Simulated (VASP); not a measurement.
# Ir (Fm-3m) in VASP: further runs

The runs below take Ir through single point, relaxation of cell and atoms, with LDA.

Program: VASP 6.6.1. These are calculated values, not measurements. Logs are shortened: lines on timing, memory, paths and dates and some standing lists are left out, and cuts for length are marked.

### 1 The cell of the first run

It takes space group Fm-3m (No. 225, cubic). Conventional cell: a = 3.809 Å, b = 3.809 Å, c = 3.809 Å, α = 90.00°, β = 90.00°, γ = 90.00°. Ir (site symmetry m-3m) has 12 Ir at 2.69 Å within 3.6 Å.

### 2 Single point, LDA

File INCAR:

```
PREC = Accurate ; ENCUT = 520
EDIFF = 1E-6 ; ISMEAR = -1
SIGMA = 0.1 ; LREAL = False
LASPH = True ; NELM = 60
ALGO = Normal ; ISIF = 2
LWAVE = False ; LCHARG = False
GGA = CA ; NBANDS = 10
```

File KPOINTS:

```
regular mesh
0
Gamma
  24 24 24
```

File POSCAR:

```
Ir
1.0
    0.0000000000      1.9043802471      1.9043802471
    1.9043802471      0.0000000000      1.9043802471
    1.9043802471      1.9043802471      0.0000000000
Ir
1
Direct
    0.0000000000      0.0000000000      0.0000000000
```

Potentials or basis: VASP PAW LDA potentials, release 64 (Ir).

Run with:

```bash
> cat potpaw_LDA.64/Ir/POTCAR > POTCAR
> mpirun -np 1 vasp_std > vasp.out
```

OUTCAR:

```text
PREC = Accurate
   ENCUT = 520
   EDIFF = 1E-6
   ISMEAR = -1
   LREAL = False
   LASPH = True
   NELM = 60
   ISIF = 2
   GGA = CA

 ion  position               nearest neighbor table
   1  0.000  0.000  0.000-

  LATTYP: Found a face centered cubic cell.
 ALAT       =     3.8087604942

  Lattice vectors:

 A1 = (   0.0000000000,   1.9043802471,   1.9043802471)
 A2 = (   1.9043802471,   0.0000000000,   1.9043802471)
 A3 = (   1.9043802471,   1.9043802471,   0.0000000000)

Analysis of symmetry for initial positions (statically):
=====================================================================
 Subroutine PRICEL returns:
 Original cell was already a primitive cell.

 Routine SETGRP: Setting up the symmetry group for a
 face centered cubic supercell.

 Subroutine GETGRP returns: Found 48 space group operations
 (whereof 48 operations were pure point group operations)
 out of a pool of 48 trial point group operations.

The static configuration has the point symmetry O_h .

Analysis of symmetry for dynamics (positions and initial velocities):
=====================================================================
 Subroutine PRICEL returns:
 Original cell was already a primitive cell.

 Routine SETGRP: Setting up the symmetry group for a
 face centered cubic supercell.

 Subroutine GETGRP returns: Found 48 space group operations
 (whereof 48 operations were pure point group operations)
 out of a pool of 48 trial point group operations.

The dynamic configuration has the point symmetry O_h .

 Subroutine INISYM returns: Found 48 space group operations
 (whereof 48 operations are pure point group operations),
 and found     1 'primitive' translations

----------------------------------------------------------------------------------------

                                     Primitive cell

  volume of cell :      13.8131

  direct lattice vectors                    reciprocal lattice vectors
     0.000000000  1.904380247  1.904380247    -0.262552608  0.262552608  0.262552608
     1.904380247  0.000000000  1.904380247     0.262552608 -0.262552608  0.262552608
     1.904380247  1.904380247  0.000000000     0.262552608  0.262552608 -0.262552608

  length of vectors
     2.693200373  2.693200373  2.693200373     0.454754456  0.454754456  0.454754456

  position of ions in fractional coordinates (direct lattice)
     0.000000000  0.000000000  0.000000000

  ion indices of the primitive-cell ions
   primitive index   ion index
                 1           1

----------------------------------------------------------------------------------------

 KPOINTS: regular mesh

Automatic generation of k-mesh.
 Grid dimensions read from file:
 generate k-points for:   24   24   24

 Generating k-lattice:

  Cartesian coordinates                     Fractional coordinates (reciprocal lattice)
    -0.010939692  0.010939692  0.010939692     0.041666667  0.000000000  0.000000000
     0.010939692 -0.010939692  0.010939692     0.000000000  0.041666667  0.000000000
     0.010939692  0.010939692 -0.010939692     0.000000000  0.000000000  0.041666667

  Length of vectors
     0.018948102  0.018948102  0.018948102

  Shift w.r.t. Gamma in fractional coordinates (k-lattice)
     0.000000000  0.000000000  0.000000000

 Subroutine IBZKPT returns following result:
 ===========================================

 Found    413 irreducible k-points:

 Following reciprocal coordinates:
            Coordinates               Weight
  0.000000  0.000000  0.000000      1.000000
  0.041667  0.000000  0.000000      8.000000
  0.083333  0.000000  0.000000      8.000000
  0.125000  0.000000  0.000000      8.000000
  0.166667  0.000000  0.000000      8.000000
  0.208333  0.000000  0.000000      8.000000
[... 16 lines left out ...]
  0.416667  0.041667  0.000000     24.000000
  0.458333  0.041667  0.000000     24.000000
 [... further k-points ...]
   k-points           NKPTS =    413   k-points in BZ     NKDIM =    413   number of bands    NBANDS=     10
   number of dos      NEDOS =    301   number of ions     NIONS =      1
   total plane-waves  NPLWV =   8000
   dimension x,y,z NGX =    20 NGY =   20 NGZ =   20
   dimension x,y,z NGXF=    40 NGYF=   40 NGZF=   40
   ions per type =               1
   NGX,Y,Z   is equivalent  to a cutoff of  12.35, 12.35, 12.35 a.u.
   NGXF,Y,Z  is equivalent  to a cutoff of  24.69, 24.69, 24.69 a.u.
 SYSTEM =  unknown system
   PREC   = accura    normal or accurate (medium, high low for compatibility)
   ISTART =      0    job   : 0-new  1-cont  2-samecut
   ICHARG =      2    charge: 1-file 2-atom 10-const
   ISPIN  =      1    spin polarized calculation?
   LNONCOLLINEAR =      F non collinear calculations
   LSORBIT =      F    spin-orbit coupling
   LASPH  =      T    aspherical Exc in radial PAW
   ENCUT  =  520.0 eV  38.22 Ry    6.18 a.u.   5.01  5.01  5.01*2*pi/ulx,y,z
   NELM   =     60;   NELMIN=  2; NELMDL= -5     # of ELM steps
   EDIFF  = 0.1E-05   stopping-criterion for ELM
   LREAL  =      F    real-space projection
   EDIFFG = 0.1E-04   stopping-criterion for IOM
   NSW    =      0    number of steps for IOM
   IBRION =     -1    ionic relax: 0-MD 1-quasi-New 2-CG
   NFREE  =      0    steps in history (QN), initial steepest desc. (CG)
   ISIF   =      2    stress and relaxation
   ISYM   =      2    0-nonsym 1-usesym 2-fastsym
   POTIM  = 0.5000    time-step for ionic-motion
   TEBEG  =    0.0;   TEEND  =   0.0 temperature during run
   PSTRESS=    0.0 pullay stress
   NELECT =       9.0000    total number of electrons
   NUPDOWN=      -1.0000    fix difference up-down
   EMIN   =  10.00;   EMAX   =-10.00  energy-range for DOS
   EFERMI =   0.00;   METHOD = LEGACY
   ISMEAR =    -1;   SIGMA  =   0.10  broadening in eV -4-tet -1-fermi 0-gaus
   EFERMI_NEDOS =   21; number of points for ismear=-14 and -15
   IALGO  =     38    algorithm
   IMIX   =      4    mixing-type and parameters
     AMIX     =   0.40;   BMIX     =  1.00
     AMIX_MAG =   1.60;   BMIX_MAG =  1.00
  volume/ion in A,a.u.               =      13.81        93.22
  Fermi-wavevector in a.u.,A,eV,Ry     =   1.419249  2.681992 27.405785  2.014268
  Thomas-Fermi vector in A             =   2.540290
   LORBIT       =      0    0 simple, 1 ext, 2 COOP (PROOUT), +10 PAW based schemes
   GGA     = CA    functional components
   LHFCALC =     F    Hartree Fock is set to
   AEXX    =    0.0000 exact exchange contribution
   IVDW    =     0    specifies the selected vdW correction
   LEPSILON=     F    determine dielectric tensor
   LRPA    =     F    only Hartree local field effects (RPA)
 non-spin polarized calculation
  energy-cutoff  :      520.00
  volume of cell :       13.81
 maximum number of plane-waves:       388
   NGX =  9   NGY =  9   NGZ =  9

 number of electron       9.0000001 magnetization

 Free energy of the ion-electron system (eV)
  ---------------------------------------------------
  ext. energy  EPLUGINS =         0.00000000
  ---------------------------------------------------
  free energy    TOTEN  =       -10.33847762 eV

  energy without entropy =      -10.30893171  energy(sigma->0) =      -10.32370466

 E-fermi :  10.7283     XC(G=0): -14.2777

 val. band max:       10.7213517035   @ k =  -0.3750   0.1667   0.0000
 cond. band min:      10.7311085966   @ k =  -0.4583   0.4167   0.0833
 fundamental gap:      0.0097568931
 Fermi energy:        10.7283127715

 k-point     1 :       0.0000    0.0000    0.0000
  band No.  band energies     occupation
      1      -0.6279      2.00000
      2       6.6757      2.00000
      3       6.6757      2.00000
      4       6.6757      2.00000
      5       9.5072      1.99999
      6       9.5072      1.99999
      7      25.0290      0.00000
      8      30.7115      0.00000
      9      30.7115      0.00000
     10      30.7115      0.00000

 k-point     2 :       0.0417    0.0000    0.0000
  band No.  band energies     occupation
      1      -0.5481      2.00000
      2       6.6319      2.00000
      3       6.7113      2.00000
      4       6.7113      2.00000
      5       9.4832      1.99999
      6       9.4832      1.99999
      7      25.1700      0.00000
      8      30.2661      0.00000
      9      30.8448      0.00000
     10      30.8448      0.00000

 k-point     3 :       0.0833    0.0000    0.0000
  band No.  band energies     occupation
      1      -0.3132      2.00000
      2       6.5113      2.00000
      3       6.8107      2.00000
      4       6.8107      2.00000
      5       9.4216      2.00000
      6       9.4216      2.00000
      7      25.5740      0.00000
      8      29.2756      0.00000
      9      31.2377      0.00000
     10      31.2377      0.00000

 k-point     4 :       0.1250    0.0000    0.0000
  band No.  band energies     occupation
      1       0.0616      2.00000
      2       6.3456      2.00000
      3       6.9503      2.00000
      4       6.9503      2.00000
      5       9.3547      2.00000
      6       9.3547      2.00000
      7      26.1754      0.00000
      8      28.1388      0.00000
      9      31.8703      0.00000
     10      31.8703      0.00000

 k-point     5 :       0.1667    0.0000    0.0000
  band No.  band energies     occupation
      1       0.5469      2.00000
      2       6.1843      2.00000
      3       7.0862      2.00000
      4       7.0862      2.00000
      5       9.3373      2.00000
      6       9.3373      2.00000
      7      26.6581      0.00000
      8      27.2053      0.00000
      9      32.7096      0.00000
     10      32.7096      0.00000

 k-point     6 :       0.2083    0.0000    0.0000
  band No.  band energies     occupation
      1       1.0915      2.00000
      2       6.0965      2.00000
      3       7.1613      2.00000
      4       7.1613      2.00000
      5       9.4348      2.00000
      6       9.4348      2.00000
      7      25.7465      0.00000
      8      27.5693      0.00000
      9      33.7036      0.00000
     10      33.7036      0.00000
[... 183 lines left out ...]
 k-point    21 :       0.3333    0.0417    0.0000
  band No.  band energies     occupation
      1       2.2706      2.00000
      2       6.7545      2.00000
      3       6.9132      2.00000
      4       7.0339      2.00000
      5      10.1964      1.99025
      6      10.6288      1.46004
      7      22.6928      0.00000
      8      26.7086      0.00000
      9      33.0655      0.00000
     10      34.2021      0.00000

 k-point    22 :       0.3750    0.0417    0.0000
  band No.  band energies     occupation
      1       2.4073      2.00000
      2       6.7529      2.00000
      3       6.9004      2.00000
      4       7.5165      2.00000
      5      10.7370      0.95680
      6      11.0429      0.08251
      7      21.3559      0.00000
      8      25.9088      0.00000
      9      32.0972      0.00000
     10      33.0758      0.00000

 k-point    23 :       0.4167    0.0417    0.0000
  band No.  band energies     occupation
      1       2.4440      2.00000
      2       6.6304      2.00000
      3       6.7797      2.00000
      4       8.3737      2.00000
      5      11.2725      0.00862
      6      11.3948      0.00255
      7      20.0196      0.00000
      8      25.2910      0.00000
      9      31.2760      0.00000
     10      31.9720      0.00000

 k-point    24 :       0.4583    0.0417    0.0000
  band No.  band energies     occupation
      1       2.4402      2.00000
      2       6.5483      2.00000
      3       6.6899      2.00000
      4       9.1371      2.00000
      5      11.6237      0.00026
      6      11.7431      0.00008
      7      18.8875      0.00000
      8      24.8989      0.00000
      9      30.7560      0.00000
     10      31.1207      0.00000

 [... further k-points ...]

------------------------ aborting loop because EDIFF is reached ----------------------------------------

  FORCE on cell =-STRESS in cart. coord.  units (eV):
  Direction    XX          YY          ZZ          XY          YZ          ZX
  --------------------------------------------------------------------------------------
  -------------------------------------------------------------------------------------
  Total        0.3126618      0.3126618      0.3126618      0.0000000      0.0000000     -0.0000000
  in kB       36.2655642     36.2655642     36.2655642      0.0000000      0.0000000     -0.0000000
  external PRESSURE =      36.2655642 kB  Pullay stress =       0.0000000 kB

 VOLUME and BASIS-vectors are now :
 -----------------------------------------------------------------------------
  energy-cutoff  :      520.00
  volume of cell :       13.81
      direct lattice vectors                 reciprocal lattice vectors
     0.000000000  1.904380247  1.904380247    -0.262552608  0.262552608  0.262552608
     1.904380247  0.000000000  1.904380247     0.262552608 -0.262552608  0.262552608
     1.904380247  1.904380247  0.000000000     0.262552608  0.262552608 -0.262552608

 POSITION                                       TOTAL-FORCE (eV/Angst)
 -----------------------------------------------------------------------------------
      0.00000      0.00000      0.00000         0.000000      0.000000      0.000000
 -----------------------------------------------------------------------------------
    total drift:                               -0.000000     -0.000000     -0.000000

  FREE ENERGIE OF THE ION-ELECTRON SYSTEM (eV)
  ---------------------------------------------------
  free  energy   TOTEN  =       -10.3384776200 eV

  energy  without entropy=      -10.3089317078  energy(sigma->0) =      -10.32370466
```

Wall time 23 s (1 thread of AMD EPYC 9R45 (Zen 5), shared host); peak memory 0.14 GiB.

Results:

* Free energy: -10.3385 eV
* Pressure: 3.6 GPa
* Band gap on the k mesh: zero (an odd number of electrons rules out a gap without spin polarisation)

Caveat: the cell stands under pressure; spin-orbit coupling is left out, which moves the levels of the heavy elements.

### 3 Relaxation of cell and atoms, LDA, target pressure 1 GPa, at which the enthalpy is minimised

This run uses another cell than the first one, of 13.85 Å³/atom.

File INCAR:

```
SYSTEM = Ir
ALGO = Normal
EDIFF = 1E-6
EDIFFG = -0.002
ENCUT = 600
IBRION = 2
ISIF = 3
ISMEAR = -1
LASPH = .True.
LCHARG = .False.
LREAL = .False.
LWAVE = .False.
NELM = 80
NSW = 100
PREC = Accurate
PSTRESS = 10.0
SIGMA = 0.1
```

File KPOINTS:

```
k-points
0
Gamma
  24 24 24
  0 0 0
```

File POSCAR:

```
Ir
1.0
    0.0000000000      1.9059006243      1.9059006243
    1.9059006243      0.0000000000      1.9059006243
    1.9059006243      1.9059006243      0.0000000000
Ir
1
Direct
    0.0000000000      0.0000000000      0.0000000000
```

Potentials or basis: VASP PAW LDA potentials, release 64 (Ir).

Run with:

```bash
> cat potpaw_LDA.64/Ir/POTCAR > POTCAR
> mpirun -np 1 vasp_std > vasp.out
```

It took 59 s on 1 thread of AMD EPYC 9R45 (Zen 5), shared host; peak memory 0.16 GiB.

It converged, with:

| Property | Result |
| --- | --- |
| Free energy | -10.3400 eV |
| Relaxed volume | 13.90 Å³/atom |
| Relaxed cell | a = 2.699 Å, b = 2.699 Å, c = 2.699 Å, α = 60.00°, β = 60.00°, γ = 60.00° |
| Space group after relaxing (to 0.1 Å) | Fm-3m (No. 225) |
| Energy change on relaxing (the run minimises the enthalpy) | -0.7 meV/atom |
| Ionic steps | 3 |
| Pressure after relaxing | 1.0 GPa |
| Band gap on the k mesh | zero (an odd number of electrons rules out a gap without spin polarisation) |

The path:
```
step  energy change (eV)  largest force (eV/Å)  pressure (GPa)  volume (Å³)
   1              0.0000                0.0000            2.72        13.85
   2              0.0030                0.0000           -5.72        14.15
   3             -0.0007                0.0000            0.99        13.90
```

Final structure:
```yaml
crystal:
  lattice:
    - [0.00000, 1.90857, 1.90857]
    - [1.90857, 0.00000, 1.90857]
    - [1.90857, 1.90857, 0.00000]
  atoms:
    - { symbol: Ir, position: [0.00000, 0.00000, 0.00000] }
```

Levels at points of the mesh, in eV from the Fermi level:
| k point | band 1 | band 2 | band 3 | band 4 | band 5 | band 6 | band 7 | band 8 |
| --- | --- | --- | --- | --- | --- | --- | --- | --- |
| (0.00, 0.00, 0.00) | -11.28 | -4.01 | -4.01 | -4.01 | -1.21 | -1.21 | 14.32 | 19.96 |
| (0.50, 0.00, 0.00) | -8.29 | -4.11 | -4.11 | -0.75 | 0.94 | 0.94 | 7.45 | 13.86 |
| (0.50, 0.50, 0.00) | -8.11 | -7.55 | 0.93 | 1.53 | 1.53 | 1.75 | 10.77 | 11.79 |

Caveat: the cell is relaxed towards a set pressure, so the run minimises the enthalpy, not the energy; spin-orbit coupling is left out, which moves the levels of the heavy elements.

### 4 Relaxation of cell and atoms, LDA, target pressure 2 GPa, at which the enthalpy is minimised

This run uses another cell than the first one, of 13.85 Å³/atom.

File INCAR:

```
PREC = Accurate
ENCUT = 600
EDIFF = 1E-6
ISMEAR = -1
SIGMA = 0.1
LREAL = False
LASPH = True
NELM = 80
ALGO = Normal
ISIF = 3
LWAVE = False
LCHARG = False
IBRION = 2
NSW = 100
EDIFFG = -0.002
PSTRESS = 20.0
```

File KPOINTS:

```
Automatic mesh
0
Gamma
  24 24 24
```

POSCAR is that of step 3.

Run with:

```bash
> cat potpaw_LDA.64/Ir/POTCAR > POTCAR
> mpirun -np 1 vasp_std > vasp.out
```

Wall time 54 s (1 thread of AMD EPYC 9R45 (Zen 5), shared host); peak memory 0.16 GiB.

The run converged. Its results:

- Free energy: -10.3396 eV
- Relaxed volume: 13.87 Å³/atom
- Relaxed cell: a = 2.697 Å, b = 2.697 Å, c = 2.697 Å, α = 60.00°, β = 60.00°, γ = 60.00°
- Space group after relaxing (to 0.1 Å): Fm-3m (No. 225)
- Energy change on relaxing (the run minimises the enthalpy): -0.4 meV/atom
- Ionic steps: 3
- Pressure after relaxing: 2.0 GPa
- Band gap on the k mesh: zero (an odd number of electrons rules out a gap without spin polarisation)

Step by step:
```tsv
step	energy change (eV)	largest force (eV/Å)	pressure (GPa)	volume (Å³)
1	0.0000	0.0000	2.72	13.85
2	-0.0007	0.0000	-0.90	13.97
3	-0.0004	0.0000	1.99	13.87
```

Final structure:
```yaml
crystal:
  lattice:
    - [0.00000, 1.90699, 1.90699]
    - [1.90699, 0.00000, 1.90699]
    - [1.90699, 1.90699, 0.00000]
  atoms:
    - { symbol: Ir, position: [0.00000, 0.00000, 0.00000] }
```

Levels at points of the mesh, in eV from the Fermi level:
| k point | band 2 | band 3 | band 4 | band 5 | band 6 | band 7 |
| --- | --- | --- | --- | --- | --- | --- |
| (0.00, 0.00, 0.00) | -4.03 | -4.03 | -4.03 | -1.21 | -1.21 | 14.31 |
| (0.50, 0.00, 0.00) | -4.12 | -4.12 | -0.76 | 0.94 | 0.94 | 7.48 |
| (0.50, 0.50, 0.00) | -7.58 | 0.93 | 1.53 | 1.53 | 1.75 | 10.80 |

Caveat: the cell is relaxed towards a set pressure, so the run minimises the enthalpy, not the energy; spin-orbit coupling is left out, which moves the levels of the heavy elements.

[end of part 1 of 2]
